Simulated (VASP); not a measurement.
# In2P (I4_1/amd) in VASP: a series of runs

In2P is run at these levels: PBE; tasks: single point, relaxation of cell and atoms.

Program: VASP 6.6.1. These are calculated values, not measurements. Logs are shortened: lines on timing, memory, paths and dates and some standing lists are left out, and cuts for length are marked.

## (1) The cell of the first run

It takes space group I4_1/amd (No. 141, tetragonal). The conventional cell has a = 6.528 Å, b = 6.528 Å, c = 4.520 Å, α = 90.00°, β = 90.00°, γ = 90.00°. Within 3.1 Å of In (site symmetry 2/m) lie 2 P at 2.35 Å and 4 In at 2.57 Å. P (site symmetry -4m2) has 4 In at 2.35 Å within 3.1 Å.

The cell was generated, and may not be a known phase.

## (2) Single point, PBE

INCAR

```
PREC = Accurate
ENCUT = 520
EDIFF = 1E-6
ISMEAR = 0
SIGMA = 0.1
LREAL = F
LASPH = T
NELM = 60
ALGO = Normal
ISIF = 2
LWAVE = F
LCHARG = T
GGA = PE
LELF = T
LVHAR = T
NBANDS = 40
```

KPOINTS

```
Automatic mesh
0
Gamma
  6 6 6
```

POSCAR

```
In2P
1.0
   -3.2638425600      3.2638425600      2.2600167300
    3.2638425600     -3.2638425600      2.2600167300
    3.2638425600      3.2638425600     -2.2600167300
In P
4 2
Direct
    0.3750000000      0.6250000000      0.7500000000
    0.3750000000      0.1250000000      0.7500000000
    0.3750000000      0.6250000000      0.2500000000
    0.8750000000      0.6250000000      0.2500000000
    0.0000000000      0.0000000000      0.0000000000
    0.7500000000      0.2500000000      0.5000000000
```

Potentials or basis: VASP PAW PBE potentials, release 64 (In_d, P).

The run is started by

```sh
> cat potpaw_PBE.64/In_d/POTCAR potpaw_PBE.64/P/POTCAR > POTCAR
> mpirun -np 1 vasp_std > vasp.out
```

OUTCAR:

```text
PREC = Accurate
   ENCUT = 520
   EDIFF = 1E-6
   ISMEAR = 0
   LREAL = F
   LASPH = T
   NELM = 60
   ISIF = 2
   GGA = PE

 ion  position               nearest neighbor table
   1  0.375  0.625  0.750-   5 2.35   6 2.35   3 2.57   3 2.57   2 2.57   2 2.57   5 3.26   6 3.26
                             4 3.26   4 3.26   4 3.97   4 3.97   4 3.97   4 3.97
   2  0.375  0.125  0.750-   5 2.35   6 2.35   1 2.57   4 2.57   1 2.57   4 2.57   6 3.26   5 3.26
                             3 3.26   3 3.26   3 3.97   3 3.97   3 3.97   3 3.97
   3  0.375  0.625  0.250-   6 2.35   5 2.35   4 2.57   1 2.57   1 2.57   4 2.57   5 3.26   6 3.26
                             2 3.26   2 3.26   2 3.97   2 3.97   2 3.97   2 3.97
   4  0.875  0.625  0.250-   5 2.35   6 2.35   2 2.57   3 2.57   3 2.57   2 2.57   5 3.26   6 3.26
                             1 3.26   1 3.26   1 3.97   1 3.97   1 3.97   1 3.97
   5  0.000  0.000  0.000-   3 2.35   2 2.35   4 2.35   1 2.35   4 3.26   1 3.26   3 3.26   2 3.26

   6  0.750  0.250  0.500-   1 2.35   2 2.35   4 2.35   3 2.35   3 3.26   1 3.26   2 3.26   4 3.26

  LATTYP: Found a body centered tetragonal cell.
 ALAT       =     6.5276851200
 C/A-ratio  =     0.6924404865

  Lattice vectors:

 A1 = (  -3.2638425600,   3.2638425600,   2.2600167300)
 A2 = (   3.2638425600,  -3.2638425600,   2.2600167300)
 A3 = (   3.2638425600,   3.2638425600,  -2.2600167300)

Analysis of symmetry for initial positions (statically):
=====================================================================
 Subroutine PRICEL returns:
 Original cell was already a primitive cell.

 Routine SETGRP: Setting up the symmetry group for a
 body centered tetragonal supercell.

 Subroutine GETGRP returns: Found 16 space group operations
 (whereof  8 operations were pure point group operations)
 out of a pool of 16 trial point group operations.

The static configuration has the point symmetry D_2d.
 The point group associated with its full space group is D_4h.

Analysis of symmetry for dynamics (positions and initial velocities):
=====================================================================
 Subroutine PRICEL returns:
 Original cell was already a primitive cell.

 Routine SETGRP: Setting up the symmetry group for a
 body centered tetragonal supercell.

 Subroutine GETGRP returns: Found 16 space group operations
 (whereof  8 operations were pure point group operations)
 out of a pool of 16 trial point group operations.

The dynamic configuration has the point symmetry D_2d.
 The point group associated with its full space group is D_4h.

 Subroutine INISYM returns: Found 16 space group operations
 (whereof  8 operations are pure point group operations),
 and found     1 'primitive' translations
[... 104 lines left out ...]
   LREAL  =      F    real-space projection
   EDIFFG = 0.1E-04   stopping-criterion for IOM
   NSW    =      0    number of steps for IOM
   IBRION =     -1    ionic relax: 0-MD 1-quasi-New 2-CG
   NFREE  =      0    steps in history (QN), initial steepest desc. (CG)
   ISIF   =      2    stress and relaxation
   ISYM   =      2    0-nonsym 1-usesym 2-fastsym
   POTIM  = 0.5000    time-step for ionic-motion
   TEBEG  =    0.0;   TEEND  =   0.0 temperature during run
   PSTRESS=    0.0 pullay stress
   NELECT =      62.0000    total number of electrons
   NUPDOWN=      -1.0000    fix difference up-down
   EMIN   =  10.00;   EMAX   =-10.00  energy-range for DOS
   EFERMI =   0.00;   METHOD = LEGACY
   ISMEAR =     0;   SIGMA  =   0.10  broadening in eV -4-tet -1-fermi 0-gaus
   EFERMI_NEDOS =   21; number of points for ismear=-14 and -15
   IALGO  =     38    algorithm
   IMIX   =      4    mixing-type and parameters
     AMIX     =   0.40;   BMIX     =  1.00
     AMIX_MAG =   1.60;   BMIX_MAG =  1.00
  volume/ion in A,a.u.               =      16.05       108.31
  Fermi-wavevector in a.u.,A,eV,Ry     =   1.413607  2.671330 27.188318  1.998285
  Thomas-Fermi vector in A             =   2.535235
   LORBIT       =      0    0 simple, 1 ext, 2 COOP (PROOUT), +10 PAW based schemes
   GGA     = PE    functional components
   LHFCALC =     F    Hartree Fock is set to
   AEXX    =    0.0000 exact exchange contribution
   IVDW    =     0    specifies the selected vdW correction
   LEPSILON=     F    determine dielectric tensor
   LRPA    =     F    only Hartree local field effects (RPA)
 non-spin polarized calculation
 Gauss-broadening in eV      SIGMA  =   0.10
  energy-cutoff  :      520.00
  volume of cell :       96.30
 maximum number of plane-waves:      2626
 NGX is ok and might be reduce to    40
   NGX = 19   NGY = 19   NGZ = 19

 number of electron      62.0000003 magnetization

 Free energy of the ion-electron system (eV)
  ---------------------------------------------------
  ext. energy  EPLUGINS =         0.00000000
  ---------------------------------------------------
  free energy    TOTEN  =       -11.21109843 eV

  energy without entropy =      -11.20396452  energy(sigma->0) =      -11.20753147

 E-fermi :  12.4162     XC(G=0): -12.0526

 val. band max:       12.3501369097   @ k =  -0.1667   0.3333   0.1667
 cond. band min:      12.4920862205   @ k =   0.5000   0.0000  -0.0000
 fundamental gap:      0.1419493108
 Fermi energy:        12.4161516246

 k-point     1 :       0.0000    0.0000    0.0000
  band No.  band energies     occupation
      1      -4.4788      2.00000
      2      -4.4122      2.00000
      3      -4.2090      2.00000
      4      -4.1672      2.00000
      5      -4.1672      2.00000
      6      -3.9475      2.00000
[... 1021 lines left out ...]
     39      19.0021      0.00000
     40      19.0898      0.00000

 [... further k-points ...]
[... 5 lines left out ...]
  --------------------------------------------------------------------------------------
  -------------------------------------------------------------------------------------
  Total       43.0175938     43.0175938     36.4530204      0.0000000     -0.0000000      0.0000000
  in kB      715.6928013    715.6928013    606.4766054      0.0000000     -0.0000000      0.0000000
  external PRESSURE =     679.2874027 kB  Pullay stress =       0.0000000 kB

 VOLUME and BASIS-vectors are now :
 -----------------------------------------------------------------------------
  energy-cutoff  :      520.00
  volume of cell :       96.30
      direct lattice vectors                 reciprocal lattice vectors
    -3.263842560  3.263842560  2.260016730     0.000000000  0.153193664  0.221237300
     3.263842560 -3.263842560  2.260016730     0.153193664  0.000000000  0.221237300
     3.263842560  3.263842560 -2.260016730     0.153193664  0.153193664  0.000000000

 POSITION                                       TOTAL-FORCE (eV/Angst)
 -----------------------------------------------------------------------------------
      3.26384      1.63192      0.56500         0.000000      0.000000      0.000000
      1.63192      3.26384     -0.56500         0.000000      0.000000      0.000000
      1.63192      0.00000      1.69501         0.000000      0.000000      0.000000
     -0.00000      1.63192      2.82502         0.000000      0.000000      0.000000
      0.00000      0.00000      0.00000         0.000000      0.000000      0.000000
      0.00000      3.26384      1.13001        -0.000000     -0.000000     -0.000000
 -----------------------------------------------------------------------------------
    total drift:                               -0.000000     -0.000000      0.000000

  FREE ENERGIE OF THE ION-ELECTRON SYSTEM (eV)
  ---------------------------------------------------
  free  energy   TOTEN  =       -11.2110984263 eV

  energy  without entropy=      -11.2039645154  energy(sigma->0) =      -11.20753147
```

OSZICAR:

```text
N       E                     dE             d eps       ncg     rms          rms(c)
DAV:   1     0.674220634050E+03    0.67422E+03   -0.28821E+04  2424   0.230E+03
DAV:   2     0.754342497079E+02   -0.59879E+03   -0.58078E+03  2408   0.552E+02
DAV:   3    -0.788741730960E+01   -0.83322E+02   -0.80923E+02  2664   0.212E+02
DAV:   4    -0.121527498689E+02   -0.42653E+01   -0.42408E+01  3000   0.514E+01
DAV:   5    -0.122886096453E+02   -0.13586E+00   -0.13581E+00  3704   0.801E+00    0.176E+01
DAV:   6    -0.113488636643E+02    0.93975E+00   -0.16054E+00  3360   0.199E+01    0.940E+00
DAV:   7    -0.112327015303E+02    0.11616E+00   -0.69214E-01  3776   0.658E+00    0.195E+00
DAV:   8    -0.112143619897E+02    0.18340E-01   -0.10542E-01  3560   0.330E+00    0.150E+00
DAV:   9    -0.112111895472E+02    0.31724E-02   -0.81048E-03  3512   0.859E-01    0.545E-01
DAV:  10    -0.112111210233E+02    0.68524E-04   -0.80214E-04  3808   0.198E-01    0.246E-01
DAV:  11    -0.112111143414E+02    0.66818E-05   -0.30906E-04  3216   0.227E-01    0.105E-01
DAV:  12    -0.112110984425E+02    0.15899E-04   -0.30382E-05  3432   0.648E-02    0.232E-02
DAV:  13    -0.112110984263E+02    0.16237E-07   -0.25365E-06  2376   0.119E-02
   1 F= -.11211098E+02 E0= -.11207531E+02  d E =-.713391E-02
```

Wall time 2.6 min (1 thread of AMD EPYC 7R13, shared host); peak memory 0.28 GiB.

What came out:

```
Free energy            : -11.2111 eV
Pressure               : 67.9 GPa
Band gap on the k mesh : zero (bands 31 and 32 overlap by 2.69 eV)
```

Stress tensor (GPa, compression positive):
```
71.57  0.00  0.00
 0.00 71.57  0.00
 0.00  0.00 60.65
```

Levels at points of the mesh, in eV from the Fermi level:
| k point | band 28 | band 29 | band 30 | band 31 | band 32 | band 33 | band 34 | band 35 |
| --- | --- | --- | --- | --- | --- | --- | --- | --- |
| (0.00, 0.00, 0.00) | -3.67 | -3.27 | -2.93 | -2.93 | -0.78 | -0.78 | 0.46 | 0.46 |
| (0.50, 0.00, 0.00) | -3.62 | -2.77 | 0.08 | 0.50 | 0.61 | 1.58 | 2.98 | 3.69 |
| (0.50, 0.50, 0.00) | -4.42 | -3.19 | -3.19 | 0.84 | 0.84 | 2.15 | 2.15 | 4.24 |
| (0.50, 0.50, 0.50) | -1.82 | -1.74 | -1.74 | 1.50 | 1.50 | 3.97 | 3.97 | 4.54 |

Caveat: the stress differs along the axes, from 61 to 72 GPa; spin-orbit coupling is left out, which moves the levels of the heavy elements.

## (3) Single point, PBE

This run uses another cell than the first one, of 25.79 Å³/atom.

INCAR

```
  ALGO = Normal
  EDIFF = 1E-7
  ENCUT = 520
  GGA = PE
  ISIF = 2
  ISMEAR = 0
  LASPH = T
  LCHARG = F
  LREAL = F
  LWAVE = F
  NBANDS = 40
  NELM = 100
  PREC = Accurate
  SIGMA = 0.1
```

KPOINTS

```
k-points
0
Gamma
  6 6 6
```

Changes to POSCAR since step 2:

```diff
@@ -2,5 +2,5 @@
 1.0
-   -3.2638425600      3.2638425600      2.2600167300
-    3.2638425600     -3.2638425600      2.2600167300
-    3.2638425600      3.2638425600     -2.2600167300
+   -4.2224392853      4.2224392853      2.1700875800
+    4.2224392853     -4.2224392853      2.1700875800
+    4.2224392853      4.2224392853     -2.1700875800
 In P
```

Potentials or basis: VASP PAW PBE potentials, release 64 (In_d, P).

The run is started by

```sh
> cat potpaw_PBE.64/In_d/POTCAR potpaw_PBE.64/P/POTCAR > POTCAR
> mpirun -np 1 vasp_std > vasp.out
```

Run time: 3.9 min. Hardware: 1 thread of AMD EPYC 7R13, shared host; peak memory 0.39 GiB.

The run converged. Its results:

```yaml
Free_energy: -19.6755 eV
Pressure: 0.0 GPa
Band_gap_on_the_k_mesh: zero (bands 31 and 32 overlap by 2.50 eV)
```

Levels at points of the mesh, in eV from the Fermi level:
| k point | band 28 | band 29 | band 30 | band 31 | band 32 | band 33 | band 34 | band 35 |
| --- | --- | --- | --- | --- | --- | --- | --- | --- |
| (0.00, 0.00, 0.00) | -2.77 | -2.63 | -2.36 | -0.75 | 0.37 | 0.98 | 0.98 | 1.68 |
| (0.50, 0.00, 0.00) | -2.96 | -2.55 | -1.18 | -0.55 | -0.21 | 1.13 | 1.85 | 1.94 |
| (0.50, 0.50, 0.00) | -2.59 | -1.12 | -1.12 | 0.22 | 0.22 | 1.63 | 1.63 | 2.68 |
| (0.50, 0.50, 0.50) | -2.26 | -1.40 | -1.40 | 1.50 | 1.50 | 2.55 | 2.55 | 2.61 |

Caveat: spin-orbit coupling is left out, which moves the levels of the heavy elements.

## (4) Relaxation of cell and atoms, PBE

INCAR

```
SYSTEM = In2P
PREC = Accurate ; ENCUT = 600
EDIFF = 1E-6 ; ISMEAR = 0
SIGMA = 0.1 ; LREAL = .False.
LASPH = .True. ; NELM = 100
ALGO = Normal ; ISIF = 3
LWAVE = .False. ; LCHARG = .False.
GGA = PE ; IBRION = 2
NSW = 90 ; EDIFFG = -0.04
```

KPOINTS

```
regular mesh
0
Gamma
  6 6 6
  0 0 0
```

Changes to POSCAR since step 3:

```diff
@@ -2,5 +2,5 @@
 1.0
-   -4.2224392853      4.2224392853      2.1700875800
-    4.2224392853     -4.2224392853      2.1700875800
-    4.2224392853      4.2224392853     -2.1700875800
+   -3.2638425600      3.2638425600      2.2600167300
+    3.2638425600     -3.2638425600      2.2600167300
+    3.2638425600      3.2638425600     -2.2600167300
 In P
```

The run is started by

```sh
> cat potpaw_PBE.64/In_d/POTCAR potpaw_PBE.64/P/POTCAR > POTCAR
> mpirun -np 1 vasp_std > vasp.out
```

Run time: 42 min. Hardware: 1 thread of AMD EPYC 7R13, shared host; peak memory 0.33 GiB.

Results (log left out):

```
Free energy                           : -19.6526 eV
Relaxed volume                        : 25.73 Å³/atom
Relaxed cell                          : a = 6.339 Å, b = 6.339 Å, c = 6.339 Å, α = 96.78°, β = 96.78°, γ = 139.80°
Space group after relaxing (to 0.1 Å) : I4_1/amd (No. 141)
Energy gained by relaxing             : 1406.8 meV/atom
Ionic steps                           : 23
Pressure after relaxing               : 0.0 GPa
Band gap on the k mesh                : zero (bands 31 and 32 overlap by 2.47 eV)
```

Stress tensor (GPa, compression positive):
```
 0.04  0.00  0.00
 0.00  0.04  0.00
 0.00  0.00 -0.08
```

Step by step:
| step | energy change (eV) | largest force (eV/Å) | pressure (GPa) | volume (Å³) |
| --- | --- | --- | --- | --- |
| 1 | 0.0000 | 0.0000 | 68.01 | 96.30 |
| 2 | -5.7539 | 0.0000 | -6.45 | 225.76 |
| 3 | -7.8328 | 0.0000 | 0.03 | 153.80 |
| 4 | -7.8325 | 0.0000 | -0.50 | 155.58 |
| 5 | -8.0150 | 0.0000 | -0.35 | 155.47 |
| 6 | -8.3253 | 0.0000 | -0.18 | 154.19 |
| 7 | -8.2595 | 0.0000 | 3.19 | 147.00 |
| 8 | -8.3234 | 0.0000 | -0.25 | 158.92 |
| 9 | -8.3361 | 0.0000 | 0.65 | 155.32 |
| 10 | -8.3361 | 0.0000 | 0.56 | 155.52 |
| 11 | -8.3475 | 0.0000 | 0.36 | 156.21 |
| 12 | -8.3531 | 0.0000 | 0.13 | 156.98 |
| 13 | -8.3629 | 0.0000 | -0.30 | 158.41 |
| 14 | -8.3961 | 0.0000 | -1.24 | 160.84 |
| 15 | -8.2601 | 0.0000 | -2.51 | 164.06 |
| 16 | -8.3989 | 0.0000 | -1.44 | 161.17 |
| 17 | -8.4046 | 0.0000 | -1.43 | 160.91 |
| 18 | -8.4112 | 0.0000 | -1.45 | 160.46 |
| 19 | -8.4127 | 0.0000 | -1.41 | 159.47 |
| 20 | -8.4138 | 0.0000 | -1.47 | 159.97 |
| 21 | -8.4228 | 0.0000 | -1.21 | 158.90 |
| 22 | -8.4389 | 0.0000 | -0.36 | 155.70 |
| 23 | -8.4405 | 0.0000 | 0.00 | 154.38 |

Final structure:
```yaml
crystal:
  lattice:
    - [-4.20927, 4.20927, 2.17823]
    - [4.20927, -4.20927, 2.17823]
    - [4.20927, 4.20927, -2.17823]
  atoms:
    - { symbol: In, position: [0.37500, 0.62500, 0.75000] }
    - { symbol: In, position: [0.37500, 0.12500, 0.75000] }
    - { symbol: In, position: [0.37500, 0.62500, 0.25000] }
    - { symbol: In, position: [0.87500, 0.62500, 0.25000] }
    - { symbol: P, position: [0.00000, 0.00000, 0.00000] }
    - { symbol: P, position: [0.75000, 0.25000, 0.50000] }
```

Levels at points of the mesh, in eV from the Fermi level:
```csv
k point,band 29,band 30,band 31,band 32,band 33,band 34
"(0.00, 0.00, 0.00)",-2.64,-2.35,-0.81,0.42,0.94,0.94
"(0.50, 0.00, 0.00)",-2.55,-1.16,-0.54,-0.20,1.15,1.87
"(0.50, 0.50, 0.00)",-1.14,-1.14,0.23,0.23,1.63,1.63
"(0.50, 0.50, 0.50)",-1.41,-1.41,1.49,1.49,2.58,2.58
```

Caveat: the volume moved by over 15 % at a fixed basis, so the end points are rough; spin-orbit coupling is left out, which moves the levels of the heavy elements.

## (5) Single point, PBE

This run uses another cell than the first one, of 26.09 Å³/atom.

INCAR

```
ALGO = Normal
EDIFF = 1E-7
ENCUT = 520
GGA = PE
ISIF = 2
ISMEAR = 0
LASPH = T
LCHARG = T
LELF = T
LREAL = F
LVHAR = T
LWAVE = F
NBANDS = 40
NELM = 60
PREC = Accurate
SIGMA = 0.1
```

KPOINTS

```
k-points
0
Gamma
  10 10 10
```

Changes to POSCAR since step 4:

```diff
@@ -2,5 +2,5 @@
 1.0
-   -3.2638425600      3.2638425600      2.2600167300
-    3.2638425600     -3.2638425600      2.2600167300
-    3.2638425600      3.2638425600     -2.2600167300
+   -4.3295168545      4.3295168545      2.0881672440
+    4.3295168545     -4.3295168545      2.0881672440
+    4.3295168545      4.3295168545     -2.0881672440
 In P
```

The run is started by

```sh
> cat potpaw_PBE.64/In_d/POTCAR potpaw_PBE.64/P/POTCAR > POTCAR
> mpirun -np 1 vasp_std > vasp.out
```

Wall time 14 min (1 thread of AMD EPYC 7R13, shared host); peak memory 0.64 GiB.

The run converged. Its results:

| Property | Result |
| --- | --- |
| Free energy | -19.6704 eV |
| Pressure | 0.0 GPa |
| Band gap on the k mesh | zero (bands 31 and 32 overlap by 2.91 eV) |

Levels at points of the mesh, in eV from the Fermi level:
```tsv
k point	band 29	band 30	band 31	band 32	band 33	band 34
(0.00, 0.00, 0.00)	-2.43	-2.39	-0.22	0.01	1.41	1.41
(0.50, 0.00, 0.00)	-2.54	-1.32	-0.64	-0.20	0.94	1.64
(0.50, 0.50, 0.00)	-0.84	-0.84	0.14	0.14	1.61	1.61
(0.50, 0.50, 0.50)	-1.24	-1.24	1.56	1.56	2.27	2.27
```

Caveat: spin-orbit coupling is left out, which moves the levels of the heavy elements.

## (6) The runs side by side

```csv
task,cell,k mesh,cutoff (eV),gap on the mesh (eV),pressure (GPa)
single point,"a = 5.139 Å, angles 101.1, 101.1, 127.8°, 6 atoms",6 × 6 × 6,520,none,67.9
single point,"a = 6.354 Å, angles 96.7, 96.7, 140.1°, 6 atoms",6 × 6 × 6,520,none,0.0
relaxation of cell and atoms,"relaxed from a = 5.139 Å, angles 101.1, 101.1, 127.8°, 6 atoms",6 × 6 × 6,600,none,0.0
single point,"a = 6.469 Å, angles 96.0, 96.0, 142.3°, 6 atoms",10 × 10 × 10,520,none,0.0
```

Alike in all rows: level PBE; potentials or basis VASP PAW PBE potentials, release 64 (In_d, P); no spin polarisation; smearing gaussian 0.1 eV.

Caveats: spin-orbit coupling is left out, which moves the levels of the heavy elements; the stress differs along the axes, from 61 to 72 GPa (at least some runs); the volume moved by over 15 % at a fixed basis, so the end points are rough (at least some runs).

Total energies depend on the potentials used, so only differences within one code and one set of settings carry meaning.

The gap in the log of VASP goes by the Fermi energy; the results here count the filled bands.